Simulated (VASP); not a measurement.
Crystal: Sb.

```xyz
4
Lattice="5.1680 0.0000 0.0000 -2.5840 4.4756 0.0000 0.0000 0.0000 6.2331" Properties=species:S:1:pos:R:3 pbc="T T T"
Sb    0.0000    2.9838    3.0630
Sb    2.5840    1.4919    6.1795
Sb    2.5840    1.4919    3.1702
Sb    0.0000    2.9838    0.0536
```

```yaml
Program: VASP 6.6.1
Task: relaxation of cell and atoms
Functional: PBEsol
Potentials_or_basis: VASP PAW PBE potentials, release 64 (Sb)
Cutoff: 600 eV
k_mesh: 12 × 12 × 8
Occupations: gaussian, width 0.1 eV
Spin: no spin polarisation
```

At the start: pressure 0.0 GPa; volume 36.04 Å³/atom.

Task: How do energy, volume and symmetry change on relaxing?

Result: Over 11 steps the energy falls by 10.0 meV/atom and the volume is 36.90 Å³/atom (+2.4 %); space group P6_3/mmc (No. 194, to 0.1 Å) before and after.

The path:
| step | energy change (eV) | largest force (eV/Å) | pressure (GPa) | volume (Å³) |
| --- | --- | --- | --- | --- |
| 1 | 0.0000 | 0.1807 | 0.02 | 144.17 |
| 2 | -0.0067 | 0.1740 | 0.05 | 144.28 |
| 3 | -0.0126 | 0.1347 | 0.15 | 144.45 |
| 4 | -0.0162 | 0.1265 | 0.14 | 144.64 |
| 5 | -0.0257 | 0.0966 | 0.13 | 145.22 |
| 6 | -0.0367 | 0.0028 | 0.18 | 146.37 |
| 7 | -0.0375 | 0.0613 | 0.23 | 146.87 |
| 8 | -0.0401 | 0.0170 | -0.01 | 147.68 |
| 9 | -0.0401 | 0.0117 | 0.00 | 147.62 |
| 10 | -0.0401 | 0.0102 | 0.00 | 147.61 |
| 11 | -0.0401 | 0.0083 | 0.01 | 147.59 |

Final structure:
```xyz
4
Lattice="5.1899 0.0000 0.0000 -2.5949 4.4946 0.0000 0.0000 0.0000 6.3270" Properties=species:S:1:pos:R:3 pbc="T T T"
Sb    0.0000    2.9964    3.0252
Sb    2.5949    1.4982    6.1887
Sb    2.5949    1.4982    3.3018
Sb    0.0000    2.9964    0.1383
```

Caveat: the PAW data sets were made with another functional, which shifts forces and pressure a little.
